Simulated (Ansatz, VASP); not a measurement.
# Two plane-wave programs on HfN

POSCAR

```
HfN
1.0
    3.1339080219      0.0000000000      0.0000000000
   -1.5669540110      2.7140439601      0.0000000000
    0.0000000000      0.0000000000      5.4167677200
Hf N
2 2
Direct
    0.3333333333      0.6666666667      0.2500000000
    0.6666666667      0.3333333333      0.7500000000
    0.0000000000      0.0000000000      0.5000000000
    0.0000000000      0.0000000000      0.0000000000
```

Contents of INCAR.step1:

```
ALGO = Normal
EDIFF = 1E-4
ENCUT = 520
GGA = PE
ISMEAR = -1
LASPH = True
LCHARG = False
LREAL = False
LWAVE = True
NBANDS = 23
NELM = 60
PREC = Accurate
SIGMA = 0.05
```

The input INCAR.step2:

```
ALGO = Normal
EDIFF = 1E-6
ENCUT = 520
ISIF = 2
ISMEAR = -1
ISTART = 1
LASPH = True
LCHARG = False
LMIXTAU = True
LREAL = False
LWAVE = False
METAGGA = R2SCAN
NBANDS = 23
NELM = 60
PREC = Accurate
SIGMA = 0.05
```

The input KPOINTS:

```
k-points
0
Gamma
  6 6 3
```

The input input.yaml:

```yaml
crystal:
  lattice:
    - [3.1339080219, 0.0, 0.0]
    - [-1.566954011, 2.7140439601, 0.0]
    - [0.0, 0.0, 5.41676772]
  atoms:
    - { symbol: Hf, position: [0.3333333333, 0.6666666667, 0.25] }
    - { symbol: Hf, position: [0.6666666667, 0.3333333333, 0.75] }
    - { symbol: "N", position: [0.0, 0.0, 0.5] }
    - { symbol: "N", position: [0.0, 0.0, 0.0] }
hamiltonian:
  xc: r2scan
  pseudopotentials: { kind: paw }
kpoints:
  mp_grid: { grid: [6, 6, 3] }
  band_path:
    path:
      - [[0.0, 0.0, 0.0], [0.5, 0.0, 0.0], [0.3333333333, 0.3333333333, 0.0], [0.0, 0.0, 0.0], [0.0, 0.0, 0.5], [0.5, 0.0, 0.5], [0.3333333333, 0.3333333333, 0.5], [0.0, 0.0, 0.5]]
      - [[0.5, 0.0, 0.5], [0.5, 0.0, 0.0]]
      - [[0.3333333333, 0.3333333333, 0.0], [0.3333333333, 0.3333333333, 0.5]]
    npoints: 14
scf:
  occupations: { method: fermi_dirac, width: 0.05 }
  n_extra_bands: 10
output:
  forces: true
  stress: true
  eigenvalues: true
  fatbands: false
```

Alike in both runs: functional r2SCAN; k mesh 6 × 6 × 3; occupations fermi-dirac, width 0.05 eV; no spin polarisation.

```csv
,VASP,Ansatz
version,VASP 6.6.1,Ansatz 0.2.0
potentials or method,"VASP PAW PBE potentials, release 64 (Hf_pv, N)",Ansatz PAW
plane-wave cutoff (eV),520,500
valence electrons in the cell,30,62
task,single point,band structure
```

|  | VASP | Ansatz | Ansatz less VASP |
| --- | --- | --- | --- |
| gap on the k mesh at the Fermi level (eV) | none | none | - |
| pressure (GPa) | -0.5 | 2.1 | +2.56 |
| traceless stress, the component that is largest in VASP (GPa) | 0.64 | 0.70 | +0.062 |

VASP's potentials were made for PBE, not for r2SCAN. A gap of «none» marks a metal or a gap that the smearing closes. VASP's potentials hold 30 valence electrons a cell and Ansatz's 62, so a difference there can come from the potentials and not from the codes.

The k mesh is coarse, so the values compare programs but aren't converged. Spin-orbit coupling is off throughout.
